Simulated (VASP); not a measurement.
The system is NaH.

```
CELL_PARAMETERS angstrom
2.71461 0.00000 0.00000
-1.35730 2.35092 0.00000
0.00000 0.00000 4.63466
ATOMIC_POSITIONS crystal
Na 0.00000 0.00000 0.50000
H 0.00000 0.00000 0.00000
```

The cell was built from a structure type or drawn by symmetry, and may not be a known phase.

```yaml
Program: VASP 6.6.1
Task: relaxation of cell and atoms
Functional: PBE
Potentials_or_basis: VASP PAW PBE potentials, release 64 (Na_pv, H)
Cutoff: 600 eV
k_mesh: 9 × 9 × 4
Occupations: gaussian, width 0.1 eV
Spin: no spin polarisation
```

At the start: pressure 5.1 GPa; volume 14.79 Å³/atom.

**Question.** How do energy, volume and symmetry change on relaxing?

**Answer.** Over 11 steps the energy falls by 761.1 meV/atom and the volume is 29.41 Å³/atom (+98.9 %); space group P6/mmm (No. 191, to 0.1 Å) before and after.

Step by step:
| step | energy change (eV) | largest force (eV/Å) | pressure (GPa) | volume (Å³) |
| --- | --- | --- | --- | --- |
| 1 | 0.0000 | 0.0000 | 5.11 | 29.58 |
| 2 | -0.6596 | 0.0000 | 3.63 | 31.39 |
| 3 | -0.3318 | 0.0000 | 18.47 | 33.61 |
| 4 | -1.1401 | 0.0000 | 5.60 | 32.94 |
| 5 | -1.1459 | 0.0000 | 7.94 | 33.36 |
| 6 | -1.1594 | 0.0000 | 7.34 | 33.28 |
| 7 | -1.3455 | 0.0000 | 3.48 | 39.20 |
| 8 | -1.4594 | 0.0000 | 0.46 | 48.80 |
| 9 | -1.4690 | 0.0000 | -0.25 | 52.79 |
| 10 | -1.5194 | 0.0000 | 0.01 | 57.31 |
| 11 | -1.5222 | 0.0000 | 0.04 | 58.83 |

Final structure:
```cif
data_structure
_symmetry_space_group_name_H-M 'P 1'
_symmetry_Int_Tables_number 1
_cell_length_a 4.1464
_cell_length_b 4.1464
_cell_length_c 3.9512
_cell_angle_alpha 90.000
_cell_angle_beta 90.000
_cell_angle_gamma 120.000
_cell_volume 58.83
loop_
_atom_site_label
_atom_site_type_symbol
_atom_site_fract_x
_atom_site_fract_y
_atom_site_fract_z
_atom_site_occupancy
Na1 Na 0.00000 0.00000 0.50000 1
H1 H 0.00000 0.00000 0.00000 1
```

Caveat: the volume moved by over 15 % at a fixed basis, so the end points are rough.
